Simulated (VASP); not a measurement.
# HfO2 (Fm-3m) in VASP: a series of runs

HfO2 is run at these levels: PBE; tasks: single point.

Program: VASP 6.6.1. These are calculated values, not measurements. Logs are shortened: lines on timing, memory, paths and dates and some standing lists are left out, and cuts for length are marked.

### 1 The cell of the first run

It takes space group Fm-3m (No. 225, cubic). The conventional cell has a = 5.132 Å, b = 5.132 Å, c = 5.132 Å, α = 90.00°, β = 90.00°, γ = 90.00°. Within 2.9 Å of Hf (site symmetry m-3m) lie 8 O at 2.22 Å. Within 2.9 Å of O (site symmetry -43m) lie 4 Hf at 2.22 Å and 6 O at 2.57 Å.

### 2 Single point, PBE

The input, INCAR:

```
  PREC = Accurate
  ENCUT = 600
  EDIFF = 1E-6
  ISMEAR = -1
  SIGMA = 0.06122561905347299
  LREAL = F
  LASPH = T
  NELM = 120
  ALGO = Normal
  ISIF = 2
  LWAVE = F
  LCHARG = T
  GGA = PE
  LELF = T
  LVHAR = T
  NBANDS = 18
  GGA_COMPAT = F
```

The input, KPOINTS:

```
Automatic mesh
0
Gamma
  4 4 4
```

The input, POSCAR:

```
HfO2
1.0
    0.0000000000      2.5658326721      2.5658326721
    2.5658326721      0.0000000000      2.5658326721
    2.5658326721      2.5658326721      0.0000000000
Hf O
1 2
Direct
    0.0000000000      0.0000000000      0.0000000000
    0.2500000000      0.2500000000      0.2500000000
    0.7500000000      0.7500000000      0.7500000000
```

Potentials or basis: VASP PAW PBE potentials, release 64 (Hf_pv, O).

Run with:

```bash
$ cat potpaw_PBE.64/Hf_pv/POTCAR potpaw_PBE.64/O/POTCAR > POTCAR
$ mpirun -np 1 vasp_std > vasp.out
```

OUTCAR:

```text
PREC = Accurate
   ENCUT = 600
   EDIFF = 1E-6
   ISMEAR = -1
   LREAL = F
   LASPH = T
   NELM = 120
   ISIF = 2
   GGA = PE

 ion  position               nearest neighbor table
   1  0.000  0.000  0.000-   3 2.22   3 2.22   3 2.22   2 2.22   3 2.22   2 2.22   2 2.22   2 2.22

   2  0.250  0.250  0.250-   1 2.22   1 2.22   1 2.22   1 2.22
   3  0.750  0.750  0.750-   1 2.22   1 2.22   1 2.22   1 2.22

  LATTYP: Found a face centered cubic cell.
 ALAT       =     5.1316653442

  Lattice vectors:

 A1 = (   0.0000000000,   2.5658326721,   2.5658326721)
 A2 = (   2.5658326721,   0.0000000000,   2.5658326721)
 A3 = (   2.5658326721,   2.5658326721,   0.0000000000)

Analysis of symmetry for initial positions (statically):
=====================================================================
 Subroutine PRICEL returns:
 Original cell was already a primitive cell.

 Routine SETGRP: Setting up the symmetry group for a
 face centered cubic supercell.

 Subroutine GETGRP returns: Found 48 space group operations
 (whereof 48 operations were pure point group operations)
 out of a pool of 48 trial point group operations.

The static configuration has the point symmetry O_h .

Analysis of symmetry for dynamics (positions and initial velocities):
=====================================================================
 Subroutine PRICEL returns:
 Original cell was already a primitive cell.

 Routine SETGRP: Setting up the symmetry group for a
 face centered cubic supercell.

 Subroutine GETGRP returns: Found 48 space group operations
 (whereof 48 operations were pure point group operations)
 out of a pool of 48 trial point group operations.

The dynamic configuration has the point symmetry O_h .

 Subroutine INISYM returns: Found 48 space group operations
 (whereof 48 operations are pure point group operations),
 and found     1 'primitive' translations

----------------------------------------------------------------------------------------

                                     Primitive cell

  volume of cell :      33.7843

  direct lattice vectors                    reciprocal lattice vectors
     0.000000000  2.565832672  2.565832672    -0.194868514  0.194868514  0.194868514
     2.565832672  0.000000000  2.565832672     0.194868514 -0.194868514  0.194868514
     2.565832672  2.565832672  0.000000000     0.194868514  0.194868514 -0.194868514

  length of vectors
     3.628635364  3.628635364  3.628635364     0.337522167  0.337522167  0.337522167

  position of ions in fractional coordinates (direct lattice)
     0.000000000  0.000000000  0.000000000
     0.250000000  0.250000000  0.250000000
     0.750000000  0.750000000  0.750000000

  ion indices of the primitive-cell ions
   primitive index   ion index
                 1           1
                 2           2
                 3           3

----------------------------------------------------------------------------------------

 KPOINTS: Automatic mesh

Automatic generation of k-mesh.
 Grid dimensions read from file:
 generate k-points for:    4    4    4

 Generating k-lattice:

  Cartesian coordinates                     Fractional coordinates (reciprocal lattice)
    -0.048717129  0.048717129  0.048717129     0.250000000  0.000000000  0.000000000
     0.048717129 -0.048717129  0.048717129     0.000000000  0.250000000  0.000000000
     0.048717129  0.048717129 -0.048717129     0.000000000  0.000000000  0.250000000

  Length of vectors
     0.084380542  0.084380542  0.084380542

  Shift w.r.t. Gamma in fractional coordinates (k-lattice)
     0.000000000  0.000000000  0.000000000

 Subroutine IBZKPT returns following result:
 ===========================================

 Found      8 irreducible k-points:

 Following reciprocal coordinates:
            Coordinates               Weight
  0.000000  0.000000  0.000000      1.000000
  0.250000  0.000000  0.000000      8.000000
  0.500000  0.000000  0.000000      4.000000
  0.250000  0.250000  0.000000      6.000000
  0.500000  0.250000  0.000000     24.000000
 -0.250000  0.250000  0.000000     12.000000
  0.500000  0.500000  0.000000      3.000000
 -0.250000  0.500000  0.250000      6.000000
   k-points           NKPTS =      8   k-points in BZ     NKDIM =      8   number of bands    NBANDS=     18
   number of dos      NEDOS =    301   number of ions     NIONS =      3
   total plane-waves  NPLWV =  27000
   dimension x,y,z NGX =    30 NGY =   30 NGZ =   30
   dimension x,y,z NGXF=    60 NGYF=   60 NGZF=   60
   ions per type =               1   2
   NGX,Y,Z   is equivalent  to a cutoff of  13.74, 13.74, 13.74 a.u.
   NGXF,Y,Z  is equivalent  to a cutoff of  27.49, 27.49, 27.49 a.u.
 SYSTEM =  unknown system
   PREC   = accura    normal or accurate (medium, high low for compatibility)
   ISTART =      0    job   : 0-new  1-cont  2-samecut
   ICHARG =      2    charge: 1-file 2-atom 10-const
   ISPIN  =      1    spin polarized calculation?
   LNONCOLLINEAR =      F non collinear calculations
   LSORBIT =      F    spin-orbit coupling
   LASPH  =      T    aspherical Exc in radial PAW
   ENCUT  =  600.0 eV  44.10 Ry    6.64 a.u.   7.25  7.25  7.25*2*pi/ulx,y,z
   NELM   =    120;   NELMIN=  2; NELMDL= -5     # of ELM steps
   EDIFF  = 0.1E-05   stopping-criterion for ELM
   LREAL  =      F    real-space projection
   EDIFFG = 0.1E-04   stopping-criterion for IOM
   NSW    =      0    number of steps for IOM
   IBRION =     -1    ionic relax: 0-MD 1-quasi-New 2-CG
   NFREE  =      0    steps in history (QN), initial steepest desc. (CG)
   ISIF   =      2    stress and relaxation
   ISYM   =      2    0-nonsym 1-usesym 2-fastsym
   POTIM  = 0.5000    time-step for ionic-motion
   TEBEG  =    0.0;   TEEND  =   0.0 temperature during run
   PSTRESS=    0.0 pullay stress
   NELECT =      22.0000    total number of electrons
   NUPDOWN=      -1.0000    fix difference up-down
   EMIN   =  10.00;   EMAX   =-10.00  energy-range for DOS
   EFERMI =   0.00;   METHOD = LEGACY
   ISMEAR =    -1;   SIGMA  =   0.06  broadening in eV -4-tet -1-fermi 0-gaus
   EFERMI_NEDOS =   21; number of points for ismear=-14 and -15
   IALGO  =     38    algorithm
   IMIX   =      4    mixing-type and parameters
     AMIX     =   0.40;   BMIX     =  1.00
     AMIX_MAG =   1.60;   BMIX_MAG =  1.00
  volume/ion in A,a.u.               =      11.26        76.00
  Fermi-wavevector in a.u.,A,eV,Ry     =   1.418984  2.681490 27.395530  2.013515
  Thomas-Fermi vector in A             =   2.540052
   LORBIT       =      0    0 simple, 1 ext, 2 COOP (PROOUT), +10 PAW based schemes
   GGA     = PE    functional components
   LHFCALC =     F    Hartree Fock is set to
   AEXX    =    0.0000 exact exchange contribution
   IVDW    =     0    specifies the selected vdW correction
   LEPSILON=     F    determine dielectric tensor
   LRPA    =     F    only Hartree local field effects (RPA)
 non-spin polarized calculation
  energy-cutoff  :      600.00
  volume of cell :       33.78
 maximum number of plane-waves:      1158
 NGX is ok and might be reduce to    30
   NGX = 15   NGY = 15   NGZ = 15

 number of electron      21.9999993 magnetization

 Free energy of the ion-electron system (eV)
  ---------------------------------------------------
  ext. energy  EPLUGINS =         0.00000000
  ---------------------------------------------------
  free energy    TOTEN  =       -30.22366912 eV

  energy without entropy =      -30.22366912  energy(sigma->0) =      -30.22366912

 E-fermi :   5.3834     XC(G=0): -11.6454

 val. band max:        3.9716690334   @ k =   0.5000   0.5000   0.0000
 cond. band min:       7.6752298524   @ k =   0.5000   0.5000   0.0000
 fundamental gap:      3.7035608190
 Fermi energy:         5.3834378625

 k-point     1 :       0.0000    0.0000    0.0000
  band No.  band energies     occupation
      1     -25.8846      2.00000
      2     -25.8846      2.00000
      3     -25.8846      2.00000
      4     -14.5367      2.00000
      5     -11.6835      2.00000
      6      -1.1521      2.00000
      7      -1.1521      2.00000
      8      -1.1521      2.00000
      9       3.3816      2.00000
     10       3.3816      2.00000
     11       3.3816      2.00000
     12       7.7628      0.00000
     13       7.7628      0.00000
     14       9.5193      0.00000
     15      13.9417      0.00000
     16      13.9417      0.00000
     17      13.9417      0.00000
     18      17.2490      0.00000

 k-point     2 :       0.2500    0.0000    0.0000
  band No.  band energies     occupation
      1     -26.0721      2.00000
      2     -25.9059      2.00000
      3     -25.9059      2.00000
      4     -13.8913      2.00000
      5     -12.1601      2.00000
      6      -0.6515      2.00000
      7      -0.6515      2.00000
      8       0.1453      2.00000
      9       2.0320      2.00000
     10       2.6121      2.00000
     11       2.6121      2.00000
     12       8.4319      0.00000
     13       8.4319      0.00000
     14      10.7959      0.00000
     15      12.8170      0.00000
     16      13.2536      0.00000
     17      13.2536      0.00000
     18      16.2699      0.00000

 k-point     3 :       0.5000    0.0000    0.0000
  band No.  band energies     occupation
      1     -26.2479      2.00000
      2     -25.9270      2.00000
      3     -25.9270      2.00000
      4     -13.3575      2.00000
      5     -12.3931      2.00000
      6      -0.1500      2.00000
      7      -0.1500      2.00000
      8       0.9814      2.00000
      9       1.3243      2.00000
     10       2.1836      2.00000
     11       2.1836      2.00000
     12       8.4440      0.00000
     13       8.4440      0.00000
     14      10.6179      0.00000
     15      12.9176      0.00000
     16      12.9653      0.00000
     17      12.9653      0.00000
     18      15.9909      0.00000

 k-point     4 :       0.2500    0.2500    0.0000
  band No.  band energies     occupation
      1     -26.0852      2.00000
      2     -25.9370      2.00000
      3     -25.9370      2.00000
      4     -13.6257      2.00000
      5     -12.3351      2.00000
      6      -0.5285      2.00000
      7      -0.5285      2.00000
      8       0.0396      2.00000
      9       1.0211      2.00000
     10       3.3042      2.00000
     11       3.3042      2.00000
     12       8.3187      0.00000
     13       8.4407      0.00000
     14      11.9415      0.00000
     15      12.4358      0.00000
     16      12.4358      0.00000
     17      12.6276      0.00000
     18      16.9994      0.00000

 k-point     5 :       0.5000    0.2500    0.0000
  band No.  band energies     occupation
      1     -26.1975      2.00000
      2     -26.0232      2.00000
      3     -25.9581      2.00000
      4     -12.9817      2.00000
      5     -12.6145      2.00000
      6      -1.1208      2.00000
      7       0.0411      2.00000
      8       0.2138      2.00000
      9       2.3326      2.00000
     10       2.6665      2.00000
     11       2.8151      2.00000
     12       8.3492      0.00000
     13       8.8909      0.00000
     14      10.7595      0.00000
     15      11.6341      0.00000
     16      12.2783      0.00000
     17      14.8335      0.00000
     18      16.7922      0.00000

 k-point     6 :      -0.2500    0.2500    0.0000
  band No.  band energies     occupation
      1     -26.1451      2.00000
      2     -26.0350      2.00000
      3     -25.9271      2.00000
      4     -13.2007      2.00000
      5     -12.5340      2.00000
      6      -0.8083      2.00000
      7       0.4006      2.00000
      8       0.4352      2.00000
      9       1.2827      2.00000
     10       1.9399      2.00000
     11       3.2764      2.00000
     12       8.1908      0.00000
     13       9.0476      0.00000
     14      11.0219      0.00000
     15      11.4860      0.00000
     16      12.7862      0.00000
     17      14.4751      0.00000
     18      16.6009      0.00000

 k-point     7 :       0.5000    0.5000    0.0000
  band No.  band energies     occupation
      1     -26.2688      2.00000
      2     -25.9890      2.00000
      3     -25.9890      2.00000
      4     -12.8706      2.00000
      5     -12.5671      2.00000
      6      -2.2650      2.00000
      7       0.5952      2.00000
      8       0.5952      2.00000
      9       2.5040      2.00000
     10       2.5040      2.00000
     11       3.9717      2.00000
     12       7.6752      0.00000
     13       9.2811      0.00000
     14      10.2793      0.00000
     15      11.8124      0.00000
     16      11.8124      0.00000
     17      16.7612      0.00000
     18      17.1255      0.00000

 k-point     8 :      -0.2500    0.5000    0.2500
  band No.  band energies     occupation
      1     -26.1312      2.00000
      2     -26.1312      2.00000
      3     -25.9906      2.00000
      4     -12.7151      2.00000
      5     -12.7151      2.00000
      6      -1.1590      2.00000
      7      -0.9097      2.00000
      8       1.4917      2.00000
      9       1.4917      2.00000
     10       2.6373      2.00000
     11       3.7750      2.00000
     12       8.6581      0.00000
     13       8.9548      0.00000
     14      10.7346      0.00000
     15      10.7346      0.00000
     16      11.9491      0.00000
     17      16.6087      0.00000
     18      17.1467      0.00000

------------------------ aborting loop because EDIFF is reached ----------------------------------------

  FORCE on cell =-STRESS in cart. coord.  units (eV):
  Direction    XX          YY          ZZ          XY          YZ          ZX
  --------------------------------------------------------------------------------------
  -------------------------------------------------------------------------------------
  Total       -1.7683632     -1.7683632     -1.7683632      0.0000000      0.0000000     -0.0000000
  in kB      -83.8623590    -83.8623590    -83.8623590      0.0000000      0.0000000     -0.0000000
  external PRESSURE =     -83.8623590 kB  Pullay stress =       0.0000000 kB

 VOLUME and BASIS-vectors are now :
 -----------------------------------------------------------------------------
  energy-cutoff  :      600.00
  volume of cell :       33.78
      direct lattice vectors                 reciprocal lattice vectors
     0.000000000  2.565832672  2.565832672    -0.194868514  0.194868514  0.194868514
     2.565832672  0.000000000  2.565832672     0.194868514 -0.194868514  0.194868514
     2.565832672  2.565832672  0.000000000     0.194868514  0.194868514 -0.194868514

 POSITION                                       TOTAL-FORCE (eV/Angst)
 -----------------------------------------------------------------------------------
      0.00000      0.00000      0.00000         0.000000      0.000000      0.000000
      1.28292      1.28292      1.28292        -0.000000     -0.000000      0.000000
      3.84875      3.84875      3.84875         0.000000      0.000000     -0.000000
 -----------------------------------------------------------------------------------
    total drift:                                0.000000     -0.000000      0.000000

  FREE ENERGIE OF THE ION-ELECTRON SYSTEM (eV)
  ---------------------------------------------------
  free  energy   TOTEN  =       -30.2236691163 eV

  energy  without entropy=      -30.2236691163  energy(sigma->0) =      -30.22366912
```

It took 8 s on 1 thread of Intel Xeon Platinum 8488C (Sapphire Rapids), shared host; peak memory 0.16 GiB.

Results:

| Property | Result |
| --- | --- |
| Free energy | -30.2237 eV |
| Pressure | -8.4 GPa |
| Band gap on the k mesh | 3.70 eV, direct |

Caveat: the k points lie up to 0.53 Å⁻¹ apart; spin-orbit coupling is left out, which moves the levels of the heavy elements.

### 3 Single point, PBE

The input, INCAR:

```
SYSTEM = HfO2
PREC     = Accurate       ! precision mode
ENCUT    = 600            ! plane-wave cutoff, eV
EDIFF    = 1E-6           ! SCF threshold, eV
ISMEAR   = -1             ! smearing method
SIGMA    = 0.06122561905347299 ! smearing width, eV
LREAL    = .FALSE.        ! projectors in reciprocal space
LASPH    = .TRUE.         ! aspherical terms in the spheres
NELM     = 120            ! most SCF steps
ALGO     = Normal         ! electronic algorithm
ISIF     = 2              ! what is computed and relaxed
LWAVE    = .FALSE.        ! write WAVECAR
LCHARG   = .FALSE.        ! write CHGCAR
GGA      = PE             ! functional
NBANDS   = 18             ! bands
GGA_COMPAT= .FALSE.
```

The input, KPOINTS:

```
regular mesh
0
G
  4 4 4
  0 0 0
```

POSCAR is that of step 2.

Potentials or basis: VASP PAW PBE potentials, release 64 (Hf_pv, O).

Run with:

```bash
$ cat potpaw_PBE.64/Hf_pv/POTCAR potpaw_PBE.64/O/POTCAR > POTCAR
$ mpirun -np 1 vasp_std > vasp.out
```

OUTCAR:

```text
SYSTEM = HfO2
   PREC = Accurate
   ENCUT = 600
   EDIFF = 1E-6
   ISMEAR = -1
   LREAL = .FALSE.
   LASPH = .TRUE.
   NELM = 120
   ISIF = 2
   GGA = PE

 ion  position               nearest neighbor table
   1  0.000  0.000  0.000-   3 2.22   3 2.22   3 2.22   2 2.22   3 2.22   2 2.22   2 2.22   2 2.22

   2  0.250  0.250  0.250-   1 2.22   1 2.22   1 2.22   1 2.22
   3  0.750  0.750  0.750-   1 2.22   1 2.22   1 2.22   1 2.22

  LATTYP: Found a face centered cubic cell.
 ALAT       =     5.1316653442

  Lattice vectors:

[... 339 lines left out ...]

  FORCE on cell =-STRESS in cart. coord.  units (eV):
  Direction    XX          YY          ZZ          XY          YZ          ZX
  --------------------------------------------------------------------------------------
  -------------------------------------------------------------------------------------
  Total       -1.7683632     -1.7683632     -1.7683632      0.0000000      0.0000000     -0.0000000
  in kB      -83.8623590    -83.8623590    -83.8623590      0.0000000      0.0000000     -0.0000000
  external PRESSURE =     -83.8623590 kB  Pullay stress =       0.0000000 kB

 VOLUME and BASIS-vectors are now :
 -----------------------------------------------------------------------------
  energy-cutoff  :      600.00
  volume of cell :       33.78
      direct lattice vectors                 reciprocal lattice vectors
     0.000000000  2.565832672  2.565832672    -0.194868514  0.194868514  0.194868514
     2.565832672  0.000000000  2.565832672     0.194868514 -0.194868514  0.194868514
     2.565832672  2.565832672  0.000000000     0.194868514  0.194868514 -0.194868514

 POSITION                                       TOTAL-FORCE (eV/Angst)
 -----------------------------------------------------------------------------------
      0.00000      0.00000      0.00000         0.000000      0.000000      0.000000
      1.28292      1.28292      1.28292        -0.000000     -0.000000      0.000000
      3.84875      3.84875      3.84875         0.000000      0.000000     -0.000000
 -----------------------------------------------------------------------------------
    total drift:                                0.000000     -0.000000      0.000000

  FREE ENERGIE OF THE ION-ELECTRON SYSTEM (eV)
  ---------------------------------------------------
  free  energy   TOTEN  =       -30.2236691163 eV

  energy  without entropy=      -30.2236691163  energy(sigma->0) =      -30.22366912
```

It took 6.3 s on 1 thread of Intel Xeon Platinum 8488C (Sapphire Rapids), shared host; peak memory 0.16 GiB.

Results:

- Free energy: -30.2237 eV
- Pressure: -8.4 GPa
- Band gap on the k mesh: 3.70 eV, direct

Caveat: the k points lie up to 0.53 Å⁻¹ apart; spin-orbit coupling is left out, which moves the levels of the heavy elements. A k mesh can miss the band edges.
